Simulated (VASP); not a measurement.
# HfN: single point with LDA

Crystal: HfN.

```xyz
2
Lattice="0.0000 2.2340 2.2340 2.2340 0.0000 2.2340 2.2340 2.2340 0.0000" Properties=species:S:1:pos:R:3 pbc="T T T"
Hf    0.0071    0.0000    0.0000
N     2.1440    2.2340    2.2340
```

This cell differs from its parent crystal: atoms displaced along a vibrational mode.

```yaml
Program: VASP 6.6.1
Task: single point
Functional: LDA
Potentials_or_basis: VASP PAW LDA potentials, release 64 (Hf_pv, N)
Cutoff: 520 eV
k_mesh: 18 × 18 × 18
Occupations: gaussian, width 0.15 eV
Spin: no spin polarisation
Dipole_correction: no
Further_INCAR_settings: ALGO = Normal; EDIFF = 1e-07; NBANDS = 14
```

```yaml
Pressure: 0.2 GPa
Largest_force: 1.250 eV/Å
Band_gap_on_the_k_mesh: zero (an odd number of electrons rules out a gap without spin polarisation)
```

Forces in eV/Å, atoms in the order of the input:
```
Hf  -1.250  0.000  0.000
N    1.250  0.000  0.000
```

Stress tensor (GPa, compression positive):
```
 2.89  0.00  0.00
 0.00 -1.11  0.00
 0.00  0.00 -1.11
```

Levels at points of the mesh, in eV from the Fermi level:
```
           k point  band 5  band 6  band 7  band 8  band 9  band 10  band 11  band 12
(0.00, 0.00, 0.00)   -3.14   -3.14   -3.12   -0.38   -0.20    -0.20     2.02     2.22
(0.50, 0.00, 0.00)   -9.01   -6.30   -6.29    3.41    3.76     3.87     4.78     9.03
(0.50, 0.50, 0.00)   -5.27   -4.54   -3.63   -2.99    4.30     5.77     5.78     6.01
(0.00, 0.50, 0.50)   -5.24   -3.96   -3.61   -3.61    4.26     5.76     5.76     5.99
```

It took 51 s on 1 thread of Intel(R) Xeon(R) Platinum 8488C (Sapphire Rapids), on a shared host, peak memory 0.25 GiB.

Caveat: the cell differs from its parent crystal (atoms displaced along a vibrational mode); spin-orbit coupling is left out, which moves the levels of the heavy elements; forces of over 1 eV/Å act on the atoms, so gaps and moduli don't describe the material at rest.
